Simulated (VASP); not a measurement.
# Ba (P6/mmm) in VASP: further runs

The runs below take Ba through single point, with PBEsol.

Everything below comes from runs of VASP 6.6.1. Logs are shortened: lines on timing, memory, paths and dates and some standing lists are left out, and cuts for length are marked.

## (1) The cell of the first run

The structure is hexagonal, space group P6/mmm (No. 191). Conventional cell: a = 6.996 Å, b = 6.996 Å, c = 3.909 Å, α = 90.00°, β = 90.00°, γ = 120.00°. Ba (site symmetry -6m2) has 5 Ba at 3.91 to 4.04 Å within 5.1 Å.

## (2) Single point, PBEsol

Contents of INCAR:

```
  PREC = Accurate
  ENCUT = 520
  EDIFF = 1E-7
  ISMEAR = 1
  SIGMA = 0.1
  LREAL = False
  LASPH = True
  NELM = 60
  ALGO = Normal
  ISIF = 2
  LWAVE = False
  LCHARG = False
  GGA = PS
  NBANDS = 17
```

Contents of KPOINTS:

```
Automatic mesh
0
Gamma
  5 5 7
```

Contents of POSCAR:

```
Ba
1.0
    6.9960670000      0.0000000000      0.0000000000
   -3.4980340000      6.0587720000      0.0000000000
    0.0000000000      0.0000000000      3.9093940000
Ba
2
Direct
    0.3333333333      0.6666666667      0.5000000000
    0.6666666667      0.3333333333      0.5000000000
```

Potentials or basis: VASP PAW PBE potentials, release 64 (Ba_sv).

Launch:

```
$ cat potpaw_PBE.64/Ba_sv/POTCAR > POTCAR
$ mpirun -np 1 vasp_std > vasp.out
```

OUTCAR:

```text
PREC = Accurate
   ENCUT = 520
   EDIFF = 1E-7
   ISMEAR = 1
   LREAL = False
   LASPH = True
   NELM = 60
   ISIF = 2
   GGA = PS

 ion  position               nearest neighbor table
   1  0.333  0.667  0.500-   2 4.04   2 4.04   2 4.04
   2  0.667  0.333  0.500-   1 4.04   1 4.04   1 4.04

  LATTYP: Found a hexagonal cell.
 ALAT       =     6.9960670000
 C/A-ratio  =     0.5587988223

  Lattice vectors:

 A1 = (   6.9960670000,   0.0000000000,   0.0000000000)
 A2 = (  -3.4980340000,   6.0587720000,   0.0000000000)
 A3 = (   0.0000000000,   0.0000000000,   3.9093940000)

Analysis of symmetry for initial positions (statically):
=====================================================================
 Subroutine PRICEL returns:
 Original cell was already a primitive cell.

 Routine SETGRP: Setting up the symmetry group for a
 hexagonal supercell.

 Subroutine GETGRP returns: Found 24 space group operations
 (whereof 24 operations were pure point group operations)
 out of a pool of 24 trial point group operations.

The static configuration has the point symmetry D_6h.

Analysis of symmetry for dynamics (positions and initial velocities):
=====================================================================
 Subroutine PRICEL returns:
 Original cell was already a primitive cell.

 Routine SETGRP: Setting up the symmetry group for a
 hexagonal supercell.

 Subroutine GETGRP returns: Found 24 space group operations
 (whereof 24 operations were pure point group operations)
 out of a pool of 24 trial point group operations.

The dynamic configuration has the point symmetry D_6h.

 Subroutine INISYM returns: Found 24 space group operations
 (whereof 24 operations are pure point group operations),
 and found     1 'primitive' translations

----------------------------------------------------------------------------------------

                                     Primitive cell

  volume of cell :     165.7097

  direct lattice vectors                    reciprocal lattice vectors
     6.996067000  0.000000000  0.000000000     0.142937453  0.082524986  0.000000000
    -3.498034000  6.058772000  0.000000000     0.000000000  0.165049947  0.000000000
     0.000000000  0.000000000  3.909394000     0.000000000  0.000000000  0.255794121

  length of vectors
     6.996067000  6.996067468  3.909394000     0.165049958  0.165049947  0.255794121

  position of ions in fractional coordinates (direct lattice)
     0.333333333  0.666666667  0.500000000
     0.666666667  0.333333333  0.500000000

  ion indices of the primitive-cell ions
   primitive index   ion index
                 1           1
                 2           2

----------------------------------------------------------------------------------------

 KPOINTS: Automatic mesh

Automatic generation of k-mesh.
 Grid dimensions read from file:
 generate k-points for:    5    5    7

 Generating k-lattice:

  Cartesian coordinates                     Fractional coordinates (reciprocal lattice)
     0.028587491  0.016504997  0.000000000     0.200000000  0.000000000  0.000000000
     0.000000000  0.033009989  0.000000000     0.000000000  0.200000000  0.000000000
     0.000000000  0.000000000  0.036542017     0.000000000  0.000000000  0.142857143

  Length of vectors
     0.033009992  0.033009989  0.036542017

  Shift w.r.t. Gamma in fractional coordinates (k-lattice)
     0.000000000  0.000000000  0.000000000

 Subroutine IBZKPT returns following result:
 ===========================================

 Found     20 irreducible k-points:

 Following reciprocal coordinates:
            Coordinates               Weight
  0.000000  0.000000  0.000000      1.000000
  0.200000 -0.000000  0.000000      6.000000
  0.400000  0.000000  0.000000      6.000000
  0.200000  0.200000  0.000000      6.000000
  0.400000  0.200000  0.000000      6.000000
  0.000000  0.000000  0.142857      2.000000
[... 12 lines left out ...]
  0.200000  0.200000  0.428571     12.000000
  0.400000  0.200000  0.428571     12.000000
   k-points           NKPTS =     20   k-points in BZ     NKDIM =     20   number of bands    NBANDS=     17
   number of dos      NEDOS =    301   number of ions     NIONS =      2
   total plane-waves  NPLWV =  87480
   dimension x,y,z NGX =    54 NGY =   54 NGZ =   30
   dimension x,y,z NGXF=   108 NGYF=  108 NGZF=   60
   ions per type =               2
   NGX,Y,Z   is equivalent  to a cutoff of  12.83, 12.83, 12.76 a.u.
   NGXF,Y,Z  is equivalent  to a cutoff of  25.66, 25.66, 25.51 a.u.
 SYSTEM =  unknown system
   PREC   = accura    normal or accurate (medium, high low for compatibility)
   ISTART =      0    job   : 0-new  1-cont  2-samecut
   ICHARG =      2    charge: 1-file 2-atom 10-const
   ISPIN  =      1    spin polarized calculation?
   LNONCOLLINEAR =      F non collinear calculations
   LSORBIT =      F    spin-orbit coupling
   LASPH  =      T    aspherical Exc in radial PAW
   ENCUT  =  520.0 eV  38.22 Ry    6.18 a.u.  13.01 13.01  7.27*2*pi/ulx,y,z
   NELM   =     60;   NELMIN=  2; NELMDL= -5     # of ELM steps
   EDIFF  = 0.1E-06   stopping-criterion for ELM
   LREAL  =      F    real-space projection
   EDIFFG = 0.1E-05   stopping-criterion for IOM
   NSW    =      0    number of steps for IOM
   IBRION =     -1    ionic relax: 0-MD 1-quasi-New 2-CG
   NFREE  =      0    steps in history (QN), initial steepest desc. (CG)
   ISIF   =      2    stress and relaxation
   ISYM   =      2    0-nonsym 1-usesym 2-fastsym
   POTIM  = 0.5000    time-step for ionic-motion
   TEBEG  =    0.0;   TEEND  =   0.0 temperature during run
   PSTRESS=    0.0 pullay stress
   NELECT =      20.0000    total number of electrons
   NUPDOWN=      -1.0000    fix difference up-down
   EMIN   =  10.00;   EMAX   =-10.00  energy-range for DOS
   EFERMI =   0.00;   METHOD = LEGACY
   ISMEAR =     1;   SIGMA  =   0.10  broadening in eV -4-tet -1-fermi 0-gaus
   EFERMI_NEDOS =   21; number of points for ismear=-14 and -15
   IALGO  =     38    algorithm
   IMIX   =      4    mixing-type and parameters
     AMIX     =   0.40;   BMIX     =  1.00
     AMIX_MAG =   1.60;   BMIX_MAG =  1.00
  volume/ion in A,a.u.               =      82.85       559.13
  Fermi-wavevector in a.u.,A,eV,Ry     =   0.809038  1.528860  8.905587  0.654542
  Thomas-Fermi vector in A             =   1.917955
   LORBIT       =      0    0 simple, 1 ext, 2 COOP (PROOUT), +10 PAW based schemes
   GGA     = PS    functional components
   LHFCALC =     F    Hartree Fock is set to
   AEXX    =    0.0000 exact exchange contribution
   IVDW    =     0    specifies the selected vdW correction
   LEPSILON=     F    determine dielectric tensor
   LRPA    =     F    only Hartree local field effects (RPA)
 non-spin polarized calculation
 Methfessel and Paxton  Order N= 1 SIGMA  =   0.10
  energy-cutoff  :      520.00
  volume of cell :      165.71
 maximum number of plane-waves:      4491
 NGX is ok and might be reduce to    54
   NGX = 25   NGY = 25   NGZ = 15

 number of electron      20.0000003 magnetization

 Free energy of the ion-electron system (eV)
  ---------------------------------------------------
  ext. energy  EPLUGINS =         0.00000000
  ---------------------------------------------------
  free energy    TOTEN  =        -2.72658796 eV

  energy without entropy =       -2.72543465  energy(sigma->0) =       -2.72620353

 E-fermi :   0.4599     XC(G=0):  -6.4834

 val. band max:        0.4310500588   @ k =   0.4000   0.2000   0.4286
 cond. band min:       0.4629945171   @ k =   0.2000  -0.0000   0.0000
 fundamental gap:      0.0319444582
 Fermi energy:         0.4598902385

 k-point     1 :       0.0000    0.0000    0.0000
  band No.  band energies     occupation
      1     -28.8048      2.00000
      2     -28.7357      2.00000
      3     -14.1766      2.00000
      4     -14.1766      2.00000
      5     -13.7836      2.00000
      6     -13.7836      2.00000
[... 9 lines left out ...]
     16       3.6699      0.00000
     17       3.6699      0.00000

 k-point     2 :       0.2000   -0.0000    0.0000
  band No.  band energies     occupation
      1     -28.7990      2.00000
      2     -28.7416      2.00000
      3     -14.1882      2.00000
      4     -14.1505      2.00000
      5     -13.8119      2.00000
      6     -13.7706      2.00000
[... 9 lines left out ...]
     16       3.6205      0.00000
     17       3.7146      0.00000

 k-point     3 :       0.4000    0.0000    0.0000
  band No.  band energies     occupation
      1     -28.7857      2.00000
      2     -28.7551      2.00000
      3     -14.2056      2.00000
      4     -14.0952      2.00000
      5     -13.8707      2.00000
      6     -13.7508      2.00000
[... 9 lines left out ...]
     16       3.3519      0.00000
     17       3.5519      0.00000

 k-point     4 :       0.2000    0.2000    0.0000
  band No.  band energies     occupation
      1     -28.7890      2.00000
      2     -28.7518      2.00000
      3     -14.2076      2.00000
      4     -14.0978      2.00000
      5     -13.8675      2.00000
      6     -13.7491      2.00000
[... 9 lines left out ...]
     16       3.3166      0.00000
     17       3.5336      0.00000
[... 263 lines left out ...]
      1     -28.7239      2.00000
      2     -28.6943      2.00000
      3     -14.2257      2.00000
      4     -14.1709      2.00000
      5     -14.1072      2.00000
      6     -14.0018      2.00000
[... 9 lines left out ...]
     16       2.5277      0.00000
     17       3.6127      0.00000

 k-point    19 :       0.2000    0.2000    0.4286
  band No.  band energies     occupation
      1     -28.7271      2.00000
      2     -28.6910      2.00000
      3     -14.2316      2.00000
      4     -14.1649      2.00000
      5     -14.1090      2.00000
      6     -14.0051      2.00000
[... 9 lines left out ...]
     16       2.9254      0.00000
     17       3.2504      0.00000

 k-point    20 :       0.4000    0.2000    0.4286
  band No.  band energies     occupation
      1     -28.7160      2.00000
      2     -28.7022      2.00000
      3     -14.2111      2.00000
      4     -14.1857      2.00000
      5     -14.1205      2.00000
      6     -13.9494      2.00000
[... 9 lines left out ...]
     16       2.8744      0.00000
     17       3.6625      0.00000

------------------------ aborting loop because EDIFF is reached ----------------------------------------

  FORCE on cell =-STRESS in cart. coord.  units (eV):
  Direction    XX          YY          ZZ          XY          YZ          ZX
  --------------------------------------------------------------------------------------
  -------------------------------------------------------------------------------------
  Total       -0.0274484     -0.0274484     -0.4426250      0.0000000     -0.0000000      0.0000000
  in kB       -0.2653873     -0.2653873     -4.2795538      0.0000000     -0.0000000      0.0000000
  external PRESSURE =      -1.6034428 kB  Pullay stress =       0.0000000 kB

 VOLUME and BASIS-vectors are now :
 -----------------------------------------------------------------------------
  energy-cutoff  :      520.00
  volume of cell :      165.71
      direct lattice vectors                 reciprocal lattice vectors
     6.996067000  0.000000000  0.000000000     0.142937453  0.082524986  0.000000000
    -3.498034000  6.058772000  0.000000000     0.000000000  0.165049947  0.000000000
     0.000000000  0.000000000  3.909394000     0.000000000  0.000000000  0.255794121

 POSITION                                       TOTAL-FORCE (eV/Angst)
 -----------------------------------------------------------------------------------
     -0.00000      4.03918      1.95470         0.000000      0.000000      0.000000
      3.49803      2.01959      1.95470        -0.000000      0.000000     -0.000000
 -----------------------------------------------------------------------------------
    total drift:                               -0.000000      0.000000     -0.000000

  FREE ENERGIE OF THE ION-ELECTRON SYSTEM (eV)
  ---------------------------------------------------
  free  energy   TOTEN  =        -2.7265879629 eV

  energy  without entropy=       -2.7254346544  energy(sigma->0) =       -2.72620353
```

It took 38 s on 1 thread of Intel Xeon Platinum 8488C (Sapphire Rapids), shared host; peak memory 0.28 GiB.

What came out:

```
Free energy            : -2.7266 eV
Pressure               : -0.2 GPa
Band gap on the k mesh : zero (band 10 reaches 0.94 eV, above the bottom of band 11 at 0.19 eV)
```

Stress tensor (GPa, compression positive):
```
-0.03  0.00  0.00
 0.00 -0.03  0.00
 0.00  0.00 -0.43
```

Levels at points of the mesh, in eV from the Fermi level:
| k point | band 8 | band 9 | band 10 | band 11 | band 12 | band 13 |
| --- | --- | --- | --- | --- | --- | --- |
| (0.00, 0.00, 0.00) | -13.91 | -2.23 | 0.11 | 0.27 | 0.75 | 0.75 |

Caveat: the PAW data sets were made with another functional, which shifts forces and pressure a little; spin-orbit coupling is left out, which moves the levels of the heavy elements.

[end of part 1 of 2]
